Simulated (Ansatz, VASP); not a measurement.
**ZnO in VASP and in Ansatz**

POSCAR

```
ZnO
1.0
    3.2673874889      0.0000000000      0.0000000000
   -1.6336937445      2.8296405694      0.0000000000
    0.0000000000      0.0000000000      5.2625096827
Zn O
2 2
Direct
    0.3333333333      0.6666666667      0.4996551081
    0.6666666667      0.3333333333     -0.0003448919
    0.6666666667      0.3333333333      0.3793548919
    0.3333333333      0.6666666667      0.8793548919
```

INCAR.step1

```
PREC = Accurate
ENCUT = 660
ISMEAR = 0
SIGMA = 0.01
LREAL = False
LASPH = True
NELM = 120
NBANDS = 26
GGA = PE
ALGO = Normal
EDIFF = 1E-5
LWAVE = True
LCHARG = False
GGA_COMPAT = False
```

File INCAR.step2:

```
PREC = Accurate
ENCUT = 660
EDIFF = 1E-6
ISMEAR = 0
SIGMA = 0.01
LREAL = False
LASPH = True
NELM = 120
ALGO = Normal
ISIF = 2
LWAVE = False
LCHARG = False
METAGGA = R2SCAN
LMIXTAU = True
NBANDS = 26
ISTART = 1
GGA_COMPAT = False
```

KPOINTS

```
regular mesh
0
Gamma
  9 9 4
```

Input for Ansatz:

```yaml
crystal:
  lattice:
    - [3.2673874889, 0.0, 0.0]
    - [-1.6336937445, 2.8296405694, 0.0]
    - [0.0, 0.0, 5.2625096827]
  atoms:
    - { symbol: Zn, position: [0.3333333333, 0.6666666667, 0.4996551081] }
    - { symbol: Zn, position: [0.6666666667, 0.3333333333, -0.0003448919] }
    - { symbol: O, position: [0.6666666667, 0.3333333333, 0.3793548919] }
    - { symbol: O, position: [0.3333333333, 0.6666666667, 0.8793548919] }
kpoints:
  mp_grid: { grid: [9, 9, 4] }
hamiltonian:
  xc: r2scan
scf:
  occupations: { method: fixed }
  n_extra_bands: 5
output:
  forces: true
  stress: true
  eigenvalues: true
```

Alike in both runs: task single point; functional r2SCAN; k mesh 9 × 9 × 4; no spin polarisation.

```csv
,VASP,Ansatz
version,VASP 6.6.1,Ansatz 0.2.0
potentials or method,"VASP PAW PBE potentials, release 64 (Zn, O)","plane waves, PAW"
plane-wave cutoff (eV),660,500
occupations,"gaussian, width 0.01 eV",fixed
valence electrons in the cell,36,36
```

VASP gave:

| Property | Result |
| --- | --- |
| gap on the k mesh at the Fermi level (eV) | 1.19 |
| pressure (GPa) | -3.5 |

**Question.** Estimate Ansatz's values.

**Answer.** gap on the k mesh at the Fermi level (eV): 1.19; pressure (GPa): -4.2.

VASP's potentials were made for PBE, not for r2SCAN.
